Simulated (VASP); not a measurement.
# Al6H in VASP: a series of runs, part 2 of 2

VASP 6.6.1. Earlier steps stand in the parts before.

## Step 4: Single point, PBE

Contents of INCAR:

```
SYSTEM = Al6H
PREC     = Accurate       ! precision mode
ENCUT    = 520            ! plane-wave cutoff, eV
EDIFF    = 1E-6           ! SCF threshold, eV
ISMEAR   = 0              ! smearing method
SIGMA    = 0.1            ! smearing width, eV
LREAL    = .FALSE.        ! projectors in reciprocal space
LASPH    = .TRUE.         ! aspherical terms in the spheres
NELM     = 80             ! most SCF steps
ALGO     = Normal         ! electronic algorithm
ISIF     = 2              ! what is computed and relaxed
LWAVE    = .FALSE.        ! write WAVECAR
LCHARG   = .FALSE.        ! write CHGCAR
LDIPOL   = .TRUE.       
IDIPOL   = 3            
DIPOL    = 0.5 0.5 0.296
GGA      = PE             ! functional
NBANDS   = 32             ! bands
```

Contents of KPOINTS:

```
Automatic mesh
0
G
  6 6 1
  0 0 0
```

Contents of POSCAR:

```
Al6H
1.0
    5.7143028096      0.0000000000      0.0000000000
   -2.8571514048      4.9487313980      0.0000000000
    0.0000000000      0.0000000000     22.6016424636
Al H
12 2
Direct
    0.3333333333      0.1666666667      0.1769782885
    0.3333333333      0.6666666667      0.1769782885
    0.8333333333      0.1666666667      0.1769782885
    0.8333333333      0.6666666667      0.1769782885
    0.1666666667      0.3333333333      0.2787817904
    0.1666666667      0.8333333333      0.2787817904
    0.6666666667      0.3333333333      0.2787817904
    0.6666666667      0.8333333333      0.2787817904
    0.0000000000      0.0000000000      0.3805759903
    0.0000000000      0.5000000000      0.3805759903
    0.5000000000      0.0000000000      0.3805759903
    0.5000000000      0.5000000000      0.3805759903
    0.1161273068      0.2322546137      0.4004860478
    0.3838726932      0.7677453863      0.4004860478
```

Potentials or basis: VASP PAW PBE potentials, release 64 (Al, H).

Command:

```console
$ cat potpaw_PBE.64/Al/POTCAR potpaw_PBE.64/H/POTCAR > POTCAR
$ mpirun -np 1 vasp_std > vasp.out
```

OUTCAR:

```text
SYSTEM = Al6H
   PREC = Accurate
   ENCUT = 520
   EDIFF = 1E-6
   ISMEAR = 0
   LREAL = .FALSE.
   LASPH = .TRUE.
   NELM = 80
   ISIF = 2
   GGA = PE

 ion  position               nearest neighbor table
   1  0.333  0.167  0.177-   5 2.83   6 2.83   7 2.83   4 2.86   2 2.86   2 2.86   4 2.86   3 2.86
                             3 2.86
   2  0.333  0.667  0.177-   6 2.83   5 2.83   8 2.83   3 2.86   1 2.86   1 2.86   3 2.86   4 2.86
                             4 2.86
   3  0.833  0.167  0.177-   7 2.83   8 2.83   5 2.83   4 2.86   2 2.86   4 2.86   2 2.86   1 2.86
                             1 2.86
   4  0.833  0.667  0.177-   8 2.83   7 2.83   6 2.83   3 2.86   1 2.86   3 2.86   1 2.86   2 2.86
                             2 2.86
   5  0.167  0.333  0.279-   9 2.83  12 2.83  10 2.83   1 2.83   2 2.83   3 2.83   8 2.86   6 2.86
                             6 2.86   8 2.86   7 2.86   7 2.86
   6  0.167  0.833  0.279-  10 2.83  11 2.83   9 2.83   2 2.83   1 2.83   4 2.83   7 2.86   5 2.86
                             5 2.86   7 2.86   8 2.86   8 2.86
   7  0.667  0.333  0.279-  11 2.83  10 2.83  12 2.83   3 2.83   4 2.83   1 2.83   8 2.86   6 2.86
                             8 2.86   6 2.86   5 2.86   5 2.86
   8  0.667  0.833  0.279-  12 2.83   9 2.83  11 2.83   4 2.83   3 2.83   2 2.83   7 2.86   5 2.86
                             7 2.86   5 2.86   6 2.86   6 2.86
   9  0.000  0.000  0.381-  13 1.23   5 2.83   8 2.83   6 2.83  12 2.86  10 2.86  10 2.86  12 2.86
                            11 2.86  11 2.86
  10  0.000  0.500  0.381-  13 2.00  14 2.00   6 2.83   7 2.83   5 2.83   9 2.86  11 2.86   9 2.86
                            11 2.86  12 2.86  12 2.86
  11  0.500  0.000  0.381-  14 1.23   7 2.83   6 2.83   8 2.83  12 2.86  10 2.86  12 2.86  10 2.86
                             9 2.86   9 2.86
  12  0.500  0.500  0.381-  14 2.00  13 2.00   8 2.83   5 2.83   7 2.83   9 2.86  11 2.86  11 2.86
                             9 2.86  10 2.86  10 2.86
  13  0.116  0.232  0.400-   9 1.23  10 2.00  12 2.00
  14  0.384  0.768  0.400-  11 1.23  12 2.00  10 2.00

  LATTYP: Found a hexagonal cell.
 ALAT       =     5.7143028096
 C/A-ratio  =     3.9552755982

  Lattice vectors:

 A1 = (   5.7143028096,   0.0000000000,   0.0000000000)
 A2 = (  -2.8571514048,   4.9487313980,   0.0000000000)
 A3 = (   0.0000000000,   0.0000000000,  22.6016424636)

Analysis of symmetry for initial positions (statically):
=====================================================================
 Subroutine PRICEL returns:
 Original cell was already a primitive cell.

 Routine SETGRP: Setting up the symmetry group for a
 hexagonal supercell.

 Subroutine GETGRP returns: Found  2 space group operations
 (whereof  2 operations were pure point group operations)
 out of a pool of 24 trial point group operations.

The static configuration has the point symmetry C_1h.

Analysis of symmetry for dynamics (positions and initial velocities):
=====================================================================
 Subroutine PRICEL returns:
 Original cell was already a primitive cell.

 Routine SETGRP: Setting up the symmetry group for a
 hexagonal supercell.

 Subroutine GETGRP returns: Found  2 space group operations
 (whereof  2 operations were pure point group operations)
 out of a pool of 24 trial point group operations.

The dynamic configuration has the point symmetry C_1h.

 Subroutine INISYM returns: Found  2 space group operations
[... 106 lines left out ...]
   LASPH  =      T    aspherical Exc in radial PAW
   ENCUT  =  520.0 eV  38.22 Ry    6.18 a.u.  10.62 10.62 42.02*2*pi/ulx,y,z
   NELM   =     80;   NELMIN=  2; NELMDL= -5     # of ELM steps
   EDIFF  = 0.1E-05   stopping-criterion for ELM
   LREAL  =      F    real-space projection
   EDIFFG = 0.1E-04   stopping-criterion for IOM
   NSW    =      0    number of steps for IOM
   IBRION =     -1    ionic relax: 0-MD 1-quasi-New 2-CG
   NFREE  =      0    steps in history (QN), initial steepest desc. (CG)
   ISIF   =      2    stress and relaxation
   ISYM   =      2    0-nonsym 1-usesym 2-fastsym
   POTIM  = 0.5000    time-step for ionic-motion
   TEBEG  =    0.0;   TEEND  =   0.0 temperature during run
   PSTRESS=    0.0 pullay stress
   NELECT =      38.0000    total number of electrons
   NUPDOWN=      -1.0000    fix difference up-down
   EMIN   =  10.00;   EMAX   =-10.00  energy-range for DOS
   EFERMI =   0.00;   METHOD = LEGACY
   ISMEAR =     0;   SIGMA  =   0.10  broadening in eV -4-tet -1-fermi 0-gaus
   EFERMI_NEDOS =   21; number of points for ismear=-14 and -15
   IALGO  =     38    algorithm
   IMIX   =      4    mixing-type and parameters
     AMIX     =   0.40;   BMIX     =  1.00
     AMIX_MAG =   1.60;   BMIX_MAG =  1.00
  volume/ion in A,a.u.               =      45.65       308.08
  Fermi-wavevector in a.u.,A,eV,Ry     =   0.638955  1.207450  5.554763  0.408264
  Thomas-Fermi vector in A             =   1.704469
   LORBIT       =      0    0 simple, 1 ext, 2 COOP (PROOUT), +10 PAW based schemes
   GGA     = PE    functional components
   LHFCALC =     F    Hartree Fock is set to
   AEXX    =    0.0000 exact exchange contribution
   IVDW    =     0    specifies the selected vdW correction
   LEPSILON=     F    determine dielectric tensor
   LRPA    =     F    only Hartree local field effects (RPA)
 non-spin polarized calculation
 Gauss-broadening in eV      SIGMA  =   0.10
  energy-cutoff  :      520.00
  volume of cell :      639.14
 maximum number of plane-waves:     17305
   NGX = 21   NGY = 21   NGZ = 85

 dipolmoment           0.000000      0.000000      0.180394 electrons x Angstroem

 number of electron      38.0000002 magnetization

 dipolmoment           0.000000      0.000000     -0.046473 electrons x Angstroem

 Free energy of the ion-electron system (eV)
  ---------------------------------------------------
  ext. energy  EPLUGINS =         0.00000000
  ---------------------------------------------------
  free energy    TOTEN  =       -44.00757883 eV

  energy without entropy =      -43.98173206  energy(sigma->0) =      -43.99465545

 E-fermi :   0.0274     XC(G=0):  -3.9681

 val. band max:        0.0006343635   @ k =  -0.3333   0.1667   0.0000
 cond. band min:       0.0416828869   @ k =   0.0000   0.5000   0.0000
 fundamental gap:      0.0410485234
 Fermi energy:         0.0274202504

 k-point     1 :       0.0000    0.0000    0.0000
  band No.  band energies     occupation
      1     -11.2112      2.00000
      2      -9.7972      2.00000
      3      -7.9111      2.00000
      4      -7.2751      2.00000
      5      -5.1699      2.00000
      6      -4.7926      2.00000
[... 431 lines left out ...]
     30       3.1981      0.00000
     31       3.4866      0.00000
 [bands above 31 left out]

------------------------ aborting loop because EDIFF is reached ----------------------------------------

 vacuum level on the upper side and lower side of the slab       (xc-potential included)        -0.248         0.065

  FORCE on cell =-STRESS in cart. coord.  units (eV):
  Direction    XX          YY          ZZ          XY          YZ          ZX
  --------------------------------------------------------------------------------------
  -------------------------------------------------------------------------------------
  Total        0.8868290     20.5021764      4.9656149      0.0000000     -0.6401331      0.0000000
  in kB        2.2230711     51.3941178     12.4476247      0.0000000     -1.6046627      0.0000000
  external PRESSURE =      22.0216045 kB  Pullay stress =       0.0000000 kB

 VOLUME and BASIS-vectors are now :
 -----------------------------------------------------------------------------
  energy-cutoff  :      520.00
  volume of cell :      639.14
      direct lattice vectors                 reciprocal lattice vectors
     5.714302810  0.000000000  0.000000000     0.174999476  0.101035995  0.000000000
    -2.857151405  4.948731398  0.000000000     0.000000000  0.202071990  0.000000000
     0.000000000  0.000000000 22.601642464     0.000000000  0.000000000  0.044244572

 POSITION                                       TOTAL-FORCE (eV/Angst)
 -----------------------------------------------------------------------------------
      1.42858      0.82479      4.00000         0.007781     -0.027796     -0.089607
     -0.00000      3.29915      4.00000         0.000000     -0.009285     -0.037100
      4.28573      0.82479      4.00000        -0.007781     -0.027796     -0.089607
      2.85715      3.29915      4.00000         0.000000      0.093844     -0.112586
      0.00000      1.64958      6.30093         0.000000      0.055939     -0.076226
     -1.42858      4.12394      6.30093         0.002929      0.042764      0.148254
      2.85715      1.64958      6.30093         0.000000      0.039361     -0.010207
      1.42858      4.12394      6.30093        -0.002929      0.042764      0.148254
      0.00000      0.00000      8.60164         0.000000     -9.860179     -4.001057
     -1.42858      2.47437      8.60164        -0.857005     -0.055681     -0.314895
      2.85715      0.00000      8.60164        -0.000000      9.963406     -4.081354
      1.42858      2.47437      8.60164         0.857005     -0.055681     -0.314895
     -0.00000      1.14937      9.05164         0.000000      9.636213      4.490768
      0.00000      3.79937      9.05164        -0.000000     -9.837872      4.340258
 -----------------------------------------------------------------------------------
    total drift:                               -0.000000     -0.000076     -0.000067

  FREE ENERGIE OF THE ION-ELECTRON SYSTEM (eV)
  ---------------------------------------------------
  free  energy   TOTEN  =       -44.0075788302 eV

  energy  without entropy=      -43.9817320604  energy(sigma->0) =      -43.99465545

 vacuum level on the upper side and lower side of the slab         3.542         3.850
```

Run time: 16 min. Hardware: 1 thread of Intel Xeon 8259CL, shared host; peak memory 0.71 GiB.

What came out:

```
Free energy            : -44.0076 eV
Largest force          : 10.767 eV/Å
Band gap on the k mesh : zero (bands 19 and 20 overlap by 1.25 eV)
```

Forces in eV/Å, atoms in the order of the input:
```
Al   0.008 -0.028 -0.090
Al   0.000 -0.009 -0.037
Al  -0.008 -0.028 -0.090
Al   0.000  0.094 -0.113
Al   0.000  0.056 -0.076
Al   0.003  0.043  0.148
Al   0.000  0.039 -0.010
Al  -0.003  0.043  0.148
Al   0.000 -9.860 -4.001
Al  -0.857 -0.056 -0.315
Al   0.000  9.963 -4.081
Al   0.857 -0.056 -0.315
H    0.000  9.636  4.491
H    0.000 -9.838  4.340
```

## Step 5: Single point, PBE

Contents of INCAR:

```
SYSTEM = Al6H
  PREC = Accurate
  ENCUT = 520
  EDIFF = 1E-6
  ISMEAR = 0
  SIGMA = 0.1
  LREAL = .False.
  LASPH = .True.
  NELM = 60
  ALGO = Normal
  ISIF = 2
  LWAVE = .False.
  LCHARG = .True.
  LDIPOL = .True.
  IDIPOL = 3
  DIPOL = 0.5 0.5 0.300
  GGA = PE
  LELF = .True.
  LVHAR = .True.
  LVACPOTAV = .True.
  NBANDS = 32
```

Contents of KPOINTS:

```
Automatic mesh
0
Gamma
  6 6 1
  0 0 0
```

Changes to POSCAR since step 4:

```diff
@@ -20,3 +20,3 @@
     0.5000000000      0.5000000000      0.3805759903
-    0.1161273068      0.2322546137      0.4004860478
-    0.3838726932      0.7677453863      0.4004860478
+    0.1161273068      0.2322546137      0.4288025739
+    0.3838726932      0.7677453863      0.4288025739
```

Command:

```console
$ cat potpaw_PBE.64/Al/POTCAR potpaw_PBE.64/H/POTCAR > POTCAR
$ mpirun -np 1 vasp_std > vasp.out
```

Wall time 16 min (1 thread of Intel Xeon 8259CL, shared host); peak memory 0.71 GiB.

The run converged. Its results:

* Free energy: -47.7541 eV
* Largest force: 1.490 eV/Å
* Band gap on the k mesh: zero (bands 19 and 20 overlap by 1.18 eV)

Forces on the atoms (eV/Å):
```
Al   0.074 -0.025 -0.121
Al   0.000  0.059 -0.030
Al  -0.074 -0.025 -0.121
Al   0.000 -0.012 -0.186
Al   0.000 -0.004  0.305
Al   0.009 -0.031  0.150
Al   0.000  0.171 -0.169
Al  -0.009 -0.031  0.150
Al   0.000 -0.990 -0.749
Al  -0.417 -0.101 -0.013
Al   0.000  1.188 -0.899
Al   0.417 -0.101 -0.013
H    0.000  0.984  0.921
H    0.000 -1.081  0.776
```

Levels at points of the mesh, in eV from the Fermi level:
| k point | band 16 | band 17 | band 18 | band 19 | band 20 | band 21 | band 22 | band 23 |
| --- | --- | --- | --- | --- | --- | --- | --- | --- |
| (0.00, 0.00, 0.00) | -2.86 | -2.00 | -1.08 | -0.60 | -0.58 | -0.32 | -0.31 | 0.08 |
| (0.50, 0.00, 0.00) | -0.63 | -0.53 | -0.33 | 0.06 | 0.51 | 0.82 | 0.87 | 1.16 |
| (0.00, 0.50, 0.00) | -0.60 | -0.56 | -0.36 | -0.06 | 0.25 | 0.77 | 1.12 | 1.22 |

## Step 6: Single point, PBE

Contents of INCAR:

```
PREC = Accurate
ENCUT = 520
EDIFF = 1E-7
ISMEAR = 0
SIGMA = 0.1
LREAL = False
LASPH = True
NELM = 100
ALGO = Normal
ISIF = 2
LWAVE = False
LCHARG = True
LDIPOL = True
IDIPOL = 3
DIPOL = 0.5 0.5 0.304
GGA = PE
LELF = True
LVHAR = True
LVACPOTAV = True
NBANDS = 32
```

Contents of KPOINTS:

```
Automatic mesh
0
Gamma
  6 6 1
```

Changes to POSCAR since step 5:

```diff
@@ -20,3 +20,3 @@
     0.5000000000      0.5000000000      0.3805759903
-    0.1161273068      0.2322546137      0.4288025739
-    0.3838726932      0.7677453863      0.4288025739
+    0.1161273068      0.2322546137      0.4571191001
+    0.3838726932      0.7677453863      0.4571191001
```

Potentials or basis: VASP PAW PBE potentials, release 64 (Al, H).

Command:

```console
$ cat potpaw_PBE.64/Al/POTCAR potpaw_PBE.64/H/POTCAR > POTCAR
$ mpirun -np 1 vasp_std > vasp.out
```

It took 18 min on 1 thread of Intel Xeon 8259CL, shared host; peak memory 0.71 GiB.

Results (log left out):

```
Free energy            : -47.0911 eV
Largest force          : 1.445 eV/Å
Band gap on the k mesh : zero (bands 19 and 20 overlap by 1.20 eV)
```

Forces in eV/Å, atoms in the order of the input:
```
Al   0.096  0.008 -0.126
Al   0.000  0.032 -0.029
Al  -0.096  0.008 -0.126
Al   0.000 -0.072 -0.229
Al   0.000 -0.049  0.286
Al   0.010 -0.027  0.098
Al   0.000  0.167 -0.232
Al  -0.010 -0.027  0.098
Al   0.000  0.555  1.175
Al  -0.123 -0.070  0.371
Al   0.000 -0.421  1.074
Al   0.123 -0.070  0.371
H    0.000 -0.400 -1.334
H    0.000  0.366 -1.398
```

Levels at points of the mesh, in eV from the Fermi level:
| k point | band 16 | band 17 | band 18 | band 19 | band 20 | band 21 |
| --- | --- | --- | --- | --- | --- | --- |
| (0.00, 0.00, 0.00) | -2.74 | -1.73 | -1.12 | -0.40 | -0.39 | -0.21 |
| (0.50, 0.00, 0.00) | -0.53 | -0.44 | -0.23 | 0.04 | 0.19 | 0.94 |
| (0.00, 0.50, 0.00) | -0.52 | -0.46 | -0.25 | -0.08 | 0.22 | 0.92 |

## Step 7: Summary

| cell | gap on the mesh (eV) | largest force (eV/Å) |
| --- | --- | --- |
| as given, atomic positions A | none | 1.47 |
| as given, atomic positions B | none | 0.82 |
| as given, atomic positions C | none | 10.77 |
| as given, atomic positions D | none | 1.49 |
| as given, atomic positions E | none | 1.44 |

Alike in all rows: task single point; level PBE; potentials or basis VASP PAW PBE potentials, release 64 (Al, H); no spin polarisation; k mesh 6 × 6 × 1; cutoff (eV) 520; smearing gaussian 0.1 eV.

Absolute energies hang on the potentials; compare differences alone.

The gap in the log of VASP goes by the Fermi energy; the results here count the filled bands.